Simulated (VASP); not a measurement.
# ZnSe (zincblende type) (F-43m) in VASP: a series of runs

ZnSe (zincblende type) is run at these levels: PBE; tasks: single point, relaxation of cell and atoms.

Everything below comes from runs of VASP 6.6.1. Logs are shortened: lines on timing, memory, paths and dates and some standing lists are left out, and cuts for length are marked.

**1. The cell of the first run**

Symmetry: F-43m, No. 216, cubic system. Conventional cell: a = 5.211 Å, b = 5.211 Å, c = 5.211 Å, α = 90.00°, β = 90.00°, γ = 90.00°. Zn (site symmetry -43m) has 4 Se at 2.26 Å within 3.0 Å. Within 3.0 Å of Se (site symmetry -43m) lie 4 Zn at 2.26 Å.

**2. Single point, PBE**

INCAR

```
  PREC = Accurate
  ENCUT = 520
  EDIFF = 1E-6
  ISMEAR = -1
  SIGMA = 0.08
  LREAL = False
  LASPH = True
  NELM = 80
  ALGO = Normal
  ISIF = 2
  LWAVE = False
  LCHARG = False
  GGA = PE
  NBANDS = 16
```

KPOINTS

```
regular mesh
0
Gamma
  13 13 13
```

POSCAR

```
ZnSe
1.0
    0.0000000000      2.6057084058      2.6057084058
    2.6057084058      0.0000000000      2.6057084058
    2.6057084058      2.6057084058      0.0000000000
Zn Se
1 1
Direct
    0.0000000000      0.0000000000      0.0000000000
    0.2500000000      0.2500000000      0.2500000000
```

Potentials or basis: VASP PAW PBE potentials, release 64 (Zn, Se).

Started as:

```console
$ cat potpaw_PBE.64/Zn/POTCAR potpaw_PBE.64/Se/POTCAR > POTCAR
$ mpirun -np 1 vasp_std > vasp.out
```

OUTCAR:

```text
PREC = Accurate
   ENCUT = 520
   EDIFF = 1E-6
   ISMEAR = -1
   LREAL = False
   LASPH = True
   NELM = 80
   ISIF = 2
   GGA = PE

 ion  position               nearest neighbor table
   1  0.000  0.000  0.000-   2 2.26   2 2.26   2 2.26   2 2.26
   2  0.250  0.250  0.250-   1 2.26   1 2.26   1 2.26   1 2.26

  LATTYP: Found a face centered cubic cell.
 ALAT       =     5.2114168116

  Lattice vectors:

 A1 = (   0.0000000000,   2.6057084058,   2.6057084058)
 A2 = (   2.6057084058,   0.0000000000,   2.6057084058)
 A3 = (   2.6057084058,   2.6057084058,   0.0000000000)

Analysis of symmetry for initial positions (statically):
=====================================================================
 Subroutine PRICEL returns:
 Original cell was already a primitive cell.

 Routine SETGRP: Setting up the symmetry group for a
 face centered cubic supercell.

 Subroutine GETGRP returns: Found 24 space group operations
 (whereof 24 operations were pure point group operations)
 out of a pool of 48 trial point group operations.

The static configuration has the point symmetry T_d .

Analysis of symmetry for dynamics (positions and initial velocities):
=====================================================================
 Subroutine PRICEL returns:
 Original cell was already a primitive cell.

 Routine SETGRP: Setting up the symmetry group for a
 face centered cubic supercell.

 Subroutine GETGRP returns: Found 24 space group operations
 (whereof 24 operations were pure point group operations)
 out of a pool of 48 trial point group operations.

The dynamic configuration has the point symmetry T_d .

 Subroutine INISYM returns: Found 24 space group operations
 (whereof 24 operations are pure point group operations),
 and found     1 'primitive' translations

----------------------------------------------------------------------------------------

                                     Primitive cell

  volume of cell :      35.3840

  direct lattice vectors                    reciprocal lattice vectors
     0.000000000  2.605708406  2.605708406    -0.191886398  0.191886398  0.191886398
     2.605708406  0.000000000  2.605708406     0.191886398 -0.191886398  0.191886398
     2.605708406  2.605708406  0.000000000     0.191886398  0.191886398 -0.191886398

  length of vectors
     3.685028167  3.685028167  3.685028167     0.332356990  0.332356990  0.332356990

  position of ions in fractional coordinates (direct lattice)
[... 77 lines left out ...]
   ENCUT  =  520.0 eV  38.22 Ry    6.18 a.u.   6.85  6.85  6.85*2*pi/ulx,y,z
   NELM   =     80;   NELMIN=  2; NELMDL= -5     # of ELM steps
   EDIFF  = 0.1E-05   stopping-criterion for ELM
   LREAL  =      F    real-space projection
   EDIFFG = 0.1E-04   stopping-criterion for IOM
   NSW    =      0    number of steps for IOM
   IBRION =     -1    ionic relax: 0-MD 1-quasi-New 2-CG
   NFREE  =      0    steps in history (QN), initial steepest desc. (CG)
   ISIF   =      2    stress and relaxation
   ISYM   =      2    0-nonsym 1-usesym 2-fastsym
   POTIM  = 0.5000    time-step for ionic-motion
   TEBEG  =    0.0;   TEEND  =   0.0 temperature during run
   PSTRESS=    0.0 pullay stress
   NELECT =      18.0000    total number of electrons
   NUPDOWN=      -1.0000    fix difference up-down
   EMIN   =  10.00;   EMAX   =-10.00  energy-range for DOS
   EFERMI =   0.00;   METHOD = LEGACY
   ISMEAR =    -1;   SIGMA  =   0.08  broadening in eV -4-tet -1-fermi 0-gaus
   EFERMI_NEDOS =   21; number of points for ismear=-14 and -15
   IALGO  =     38    algorithm
   IMIX   =      4    mixing-type and parameters
     AMIX     =   0.40;   BMIX     =  1.00
     AMIX_MAG =   1.60;   BMIX_MAG =  1.00
  volume/ion in A,a.u.               =      17.69       119.39
  Fermi-wavevector in a.u.,A,eV,Ry     =   1.306862  2.469612 23.237244  1.707889
  Thomas-Fermi vector in A             =   2.437636
   LORBIT       =      0    0 simple, 1 ext, 2 COOP (PROOUT), +10 PAW based schemes
   GGA     = PE    functional components
   LHFCALC =     F    Hartree Fock is set to
   AEXX    =    0.0000 exact exchange contribution
   IVDW    =     0    specifies the selected vdW correction
   LEPSILON=     F    determine dielectric tensor
   LRPA    =     F    only Hartree local field effects (RPA)
 non-spin polarized calculation
  energy-cutoff  :      520.00
  volume of cell :       35.38
 maximum number of plane-waves:       969
   NGX = 13   NGY = 13   NGZ = 13

 number of electron      17.9999985 magnetization

 Free energy of the ion-electron system (eV)
  ---------------------------------------------------
  ext. energy  EPLUGINS =         0.00000000
  ---------------------------------------------------
  free energy    TOTEN  =        -5.13487810 eV

  energy without entropy =       -5.13487808  energy(sigma->0) =       -5.13487809

 E-fermi :   5.3071     XC(G=0): -10.5229

 val. band max:        4.1381393852   @ k =   0.0000   0.0000   0.0000
 cond. band min:       6.4492020810   @ k =   0.4615   0.4615   0.0000
 fundamental gap:      2.3110626958
 Fermi energy:         5.3070958798

 k-point     1 :       0.0000    0.0000    0.0000
  band No.  band energies     occupation
      1     -11.1014      2.00000
      2      -3.6857      2.00000
      3      -3.6857      2.00000
      4      -3.6857      2.00000
      5      -3.0470      2.00000
      6      -3.0470      2.00000
[... 433 lines left out ...]
      3      -3.4862      2.00000
      4      -3.3648      2.00000
      5      -3.0029      2.00000
      6      -2.9752      2.00000
[... 8 lines left out ...]
     15      17.9342      0.00000
     16      18.5006      0.00000

 [... further k-points ...]

------------------------ aborting loop because EDIFF is reached ----------------------------------------

  FORCE on cell =-STRESS in cart. coord.  units (eV):
  Direction    XX          YY          ZZ          XY          YZ          ZX
  --------------------------------------------------------------------------------------
  -------------------------------------------------------------------------------------
  Total        6.9909107      6.9909107      6.9909107     -0.0000000      0.0000000      0.0000000
  in kB      316.5460486    316.5460486    316.5460486     -0.0000000      0.0000000      0.0000000
  external PRESSURE =     316.5460486 kB  Pullay stress =       0.0000000 kB

 VOLUME and BASIS-vectors are now :
 -----------------------------------------------------------------------------
  energy-cutoff  :      520.00
  volume of cell :       35.38
      direct lattice vectors                 reciprocal lattice vectors
     0.000000000  2.605708406  2.605708406    -0.191886398  0.191886398  0.191886398
     2.605708406  0.000000000  2.605708406     0.191886398 -0.191886398  0.191886398
     2.605708406  2.605708406  0.000000000     0.191886398  0.191886398 -0.191886398

 POSITION                                       TOTAL-FORCE (eV/Angst)
 -----------------------------------------------------------------------------------
      0.00000      0.00000      0.00000         0.000000      0.000000      0.000000
      1.30285      1.30285      1.30285        -0.000000     -0.000000     -0.000000
 -----------------------------------------------------------------------------------
    total drift:                                0.000003      0.000003      0.000003

  FREE ENERGIE OF THE ION-ELECTRON SYSTEM (eV)
  ---------------------------------------------------
  free  energy   TOTEN  =        -5.1348780980 eV

  energy  without entropy=       -5.1348780848  energy(sigma->0) =       -5.13487809
```

OSZICAR:

```text
N       E                     dE             d eps       ncg     rms          rms(c)
DAV:   1     0.909208920327E+02    0.90921E+02   -0.90879E+03  2696   0.141E+03
DAV:   2    -0.282607707395E+00   -0.91203E+02   -0.85582E+02  3000   0.264E+02
DAV:   3    -0.542718520492E+01   -0.51446E+01   -0.51261E+01  3280   0.615E+01
DAV:   4    -0.546300940060E+01   -0.35824E-01   -0.35821E-01  3328   0.539E+00
DAV:   5    -0.546314992143E+01   -0.14052E-03   -0.14052E-03  3336   0.319E-01    0.791E+00
DAV:   6    -0.516663395554E+01    0.29652E+00   -0.57854E-01  3696   0.287E+01    0.569E+00
DAV:   7    -0.513619787203E+01    0.30436E-01   -0.21962E-01  3208   0.486E+00    0.229E+00
DAV:   8    -0.513496595467E+01    0.12319E-02   -0.71787E-03  4024   0.155E+00    0.534E-01
DAV:   9    -0.513480615353E+01    0.15980E-03   -0.17477E-03  3000   0.353E-01    0.632E-02
DAV:  10    -0.513485203764E+01   -0.45884E-04   -0.22233E-04  3760   0.170E-01    0.415E-02
DAV:  11    -0.513487649649E+01   -0.24459E-04   -0.41606E-05  3040   0.542E-02    0.166E-02
DAV:  12    -0.513487821984E+01   -0.17234E-05   -0.12631E-06  2864   0.913E-03    0.413E-03
DAV:  13    -0.513487809800E+01    0.12184E-06   -0.62669E-07  2328   0.150E-02
   1 F= -.51348781E+01 E0= -.51348781E+01  d E =-.132052E-07
```

stdout:

```text
POSCAR found type information on POSCAR ZnSe
 POSCAR found :  2 types and       2 ions
 scaLAPACK will be used
 LDA part: xc-table for (Slater+PW92), standard interpolation
 POSCAR, INCAR and KPOINTS ok, starting setup
 FFT: planning ... GRIDC
 FFT: planning ... GRID_SOFT
 FFT: planning ... GRID
 WAVECAR not read
 entering main loop
```

Wall time 56 s (1 thread of Intel Xeon 8259CL, shared host); peak memory 0.19 GiB.

What came out:

| Item | Value |
| --- | --- |
| Free energy | -5.1349 eV |
| Pressure | 31.7 GPa |
| Band gap on the k mesh | 2.31 eV (least direct gap 2.40 eV) |

Caveat: the cell stands under pressure; an odd mesh through Γ misses points on the zone boundary, where band edges can lie.

**3. Single point, PBE**

INCAR

```
SYSTEM = ZnSe
ALGO     = Normal         ! electronic algorithm
EDIFF    = 1E-7           ! SCF threshold, eV
ENCUT    = 520            ! plane-wave cutoff, eV
GGA      = PE             ! functional
ISIF     = 2              ! what is computed and relaxed
ISMEAR   = -1             ! smearing method
LASPH    = .True.         ! aspherical terms in the spheres
LCHARG   = .False.        ! write CHGCAR
LREAL    = .False.        ! projectors in reciprocal space
LWAVE    = .False.        ! write WAVECAR
NBANDS   = 16             ! bands
NELM     = 80             ! most SCF steps
PREC     = Accurate       ! precision mode
SIGMA    = 0.08           ! smearing width, eV
```

KPOINTS

```
k-points
0
Gamma
  13 13 13
  0 0 0
```

POSCAR is that of step 2.

Potentials or basis: VASP PAW PBE potentials, release 64 (Zn, Se).

Started as:

```console
$ cat potpaw_PBE.64/Zn/POTCAR potpaw_PBE.64/Se/POTCAR > POTCAR
$ mpirun -np 1 vasp_std > vasp.out
```

Wall time 70 s (1 thread of Intel Xeon 8259CL, shared host); peak memory 0.19 GiB.

Results (log left out):

```
Free energy            : -5.1349 eV
Pressure               : 31.6 GPa
Band gap on the k mesh : 2.31 eV (least direct gap 2.40 eV)
```

Levels at points of the mesh, in eV from the valence-band top:
```
           k point  band 6  band 7  band 8  band 9  band 10  band 11  band 12  band 13
(0.00, 0.00, 0.00)   -7.19    0.00    0.00    0.00     2.40     5.59     5.59     5.59
```

Caveat: the cell stands under pressure; an odd mesh through Γ misses points on the zone boundary, where band edges can lie.

**4. Relaxation of cell and atoms, PBE, target pressure 31 GPa, at which the enthalpy is minimised**

This run uses another cell than the first one, of 16.84 Å³/atom.

INCAR

```
SYSTEM = ZnSe
PREC     = Accurate       ! precision mode
ENCUT    = 600            ! plane-wave cutoff, eV
EDIFF    = 1E-6           ! SCF threshold, eV
ISMEAR   = -1             ! smearing method
SIGMA    = 0.08           ! smearing width, eV
LREAL    = .FALSE.        ! projectors in reciprocal space
LASPH    = .TRUE.         ! aspherical terms in the spheres
NELM     = 60             ! most SCF steps
ALGO     = Normal         ! electronic algorithm
ISIF     = 3              ! what is computed and relaxed
LWAVE    = .FALSE.        ! write WAVECAR
LCHARG   = .FALSE.        ! write CHGCAR
GGA      = PE             ! functional
IBRION   = 2              ! ionic algorithm
NSW      = 60             ! ionic steps
EDIFFG   = -0.005         ! ionic threshold
PSTRESS  = 310.0
```

KPOINTS

```
regular mesh
0
G
  13 13 13
  0 0 0
```

POSCAR

```
ZnSe
1.0
    0.0000000000      2.5634219751      2.5634219751
    2.5634219751      0.0000000000      2.5634219751
    2.5634219751      2.5634219751      0.0000000000
Zn Se
1 1
Direct
    0.0000000000      0.0000000000      0.0000000000
    0.2500000000      0.2500000000      0.2500000000
```

Started as:

```console
$ cat potpaw_PBE.64/Zn/POTCAR potpaw_PBE.64/Se/POTCAR > POTCAR
$ mpirun -np 1 vasp_std > vasp.out
```

It took 4.8 min on 1 thread of Intel Xeon 8259CL, shared host; peak memory 0.21 GiB.

Results (log left out):

```yaml
Free_energy: -5.1538 eV
Relaxed_volume: 17.74 Å³/atom
Relaxed_cell: a = 3.688 Å, b = 3.688 Å, c = 3.688 Å, α = 60.00°, β = 60.00°, γ = 60.00°
Space_group_after_relaxing_to_0.1_Å: F-43m (No. 216)
Energy_change_on_relaxing_the_run_minimises_the_enthalpy: -201.4 meV/atom
Ionic_steps: 5
Pressure_after_relaxing: 31.0 GPa
Band_gap_on_the_k_mesh: 2.32 eV (least direct gap 2.39 eV)
```

The path:
| step | energy change (eV) | largest force (eV/Å) | pressure (GPa) | volume (Å³) |
| --- | --- | --- | --- | --- |
| 1 | 0.0000 | 0.0000 | 41.30 | 33.69 |
| 2 | -0.9430 | 0.0000 | 16.02 | 39.25 |
| 3 | -0.4180 | 0.0000 | 30.38 | 35.56 |
| 4 | -0.3959 | 0.0000 | 31.24 | 35.45 |
| 5 | -0.4029 | 0.0000 | 31.04 | 35.48 |

Final structure:
```yaml
crystal:
  lattice:
    - [0.00000, 2.60815, 2.60815]
    - [2.60815, 0.00000, 2.60815]
    - [2.60815, 2.60815, 0.00000]
  atoms:
    - { symbol: Zn, position: [0.00000, 0.00000, 0.00000] }
    - { symbol: Se, position: [0.25000, 0.25000, 0.25000] }
```

Levels at points of the mesh, in eV from the valence-band top:
| k point | band 7 | band 8 | band 9 | band 10 | band 11 | band 12 |
| --- | --- | --- | --- | --- | --- | --- |
| (0.00, 0.00, 0.00) | 0.00 | 0.00 | 0.00 | 2.39 | 5.60 | 5.60 |

Caveat: the cell is relaxed towards a set pressure, so the run minimises the enthalpy, not the energy; an odd mesh through Γ misses points on the zone boundary, where band edges can lie.

**5. Relaxation of cell and atoms, PBE, target pressure 31 GPa, at which the enthalpy is minimised**

INCAR

```
ALGO     = Normal         # electronic algorithm
EDIFF    = 1E-6           # SCF threshold, eV
EDIFFG   = -0.005         # ionic threshold
ENCUT    = 600            # plane-wave cutoff, eV
GGA      = PE             # functional
IBRION   = 2              # ionic algorithm
ISIF     = 3              # what is computed and relaxed
ISMEAR   = -1             # smearing method
LASPH    = T              # aspherical terms in the spheres
LCHARG   = F              # write CHGCAR
LREAL    = F              # projectors in reciprocal space
LWAVE    = F              # write WAVECAR
NELM     = 100            # most SCF steps
NSW      = 32             # ionic steps
PREC     = Accurate       # precision mode
PSTRESS  = 310.0        
SIGMA    = 0.08           # smearing width, eV
```

KPOINTS

```
k-points
0
Gamma
  13 13 13
```

POSCAR

```
ZnSe
1.0
    0.0000000000      2.6057084058      2.6057084058
    2.6057084058      0.0000000000      2.6057084058
    2.6057084058      2.6057084058      0.0000000000
Zn Se
1 1
Direct
    0.0000000000      0.0000000000      0.0000000000
    0.2500000000      0.2500000000      0.2500000000
```

Started as:

```console
$ cat potpaw_PBE.64/Zn/POTCAR potpaw_PBE.64/Se/POTCAR > POTCAR
$ mpirun -np 1 vasp_std > vasp.out
```

It took 3.4 min on 1 thread of Intel Xeon 8259CL, shared host; peak memory 0.21 GiB.

It converged, with:

```
Free energy                                                : -5.1570 eV
Relaxed volume                                             : 17.75 Å³/atom
Relaxed cell                                               : a = 3.689 Å, b = 3.689 Å, c = 3.689 Å, α = 60.00°, β = 60.00°, γ = 60.00°
Space group after relaxing (to 0.1 Å)                      : F-43m (No. 216)
Energy change on relaxing (the run minimises the enthalpy) : -11.1 meV/atom
Ionic steps                                                : 5
Pressure after relaxing                                    : 31.0 GPa
Band gap on the k mesh                                     : 2.32 eV (least direct gap 2.39 eV)
```

Step by step:
```tsv
step	energy change (eV)	largest force (eV/Å)	pressure (GPa)	volume (Å³)
1	0.0000	0.0000	31.59	35.38
2	-0.0645	0.0000	29.83	35.72
3	-0.0230	0.0000	30.95	35.50
4	-0.0212	0.0000	31.07	35.49
5	-0.0222	0.0000	31.00	35.50
```

Final structure:
```
CELL_PARAMETERS angstrom
0.00000 2.60850 2.60850
2.60850 0.00000 2.60850
2.60850 2.60850 0.00000
ATOMIC_POSITIONS crystal
Zn 0.00000 0.00000 0.00000
Se 0.25000 0.25000 0.25000
```

Levels at points of the mesh, in eV from the valence-band top:
```csv
k point,band 6,band 7,band 8,band 9,band 10,band 11,band 12,band 13
"(0.00, 0.00, 0.00)",-7.17,0.00,0.00,0.00,2.39,5.60,5.60,5.60
```

Caveat: the cell is relaxed towards a set pressure, so the run minimises the enthalpy, not the energy; an odd mesh through Γ misses points on the zone boundary, where band edges can lie.

**6. The runs side by side**

| task | cell | cutoff (eV) | gap on the mesh (eV) | pressure (GPa) |
| --- | --- | --- | --- | --- |
| single point | a = 3.685 Å, angles 60.0°, 2 atoms | 520 | 2.31 | 31.6 |
| relaxation of cell and atoms | relaxed to 31 GPa from a = 3.625 Å, angles 60.0°, 2 atoms | 600 | 2.32 | 31.0 |
| relaxation of cell and atoms | relaxed to 31 GPa from a = 3.685 Å, angles 60.0°, 2 atoms | 600 | 2.32 | 31.0 |

Alike in all rows: level PBE; potentials or basis VASP PAW PBE potentials, release 64 (Zn, Se); no spin polarisation; k mesh 13 × 13 × 13; smearing fermi-dirac 0.08 eV.

Caveats: an odd mesh through Γ misses points on the zone boundary, where band edges can lie; the cell is relaxed towards a set pressure, so the run minimises the enthalpy, not the energy (at least some runs); the cell stands under pressure (at least some runs).

Total energies depend on the potentials used, so only differences within one code and one set of settings carry meaning.
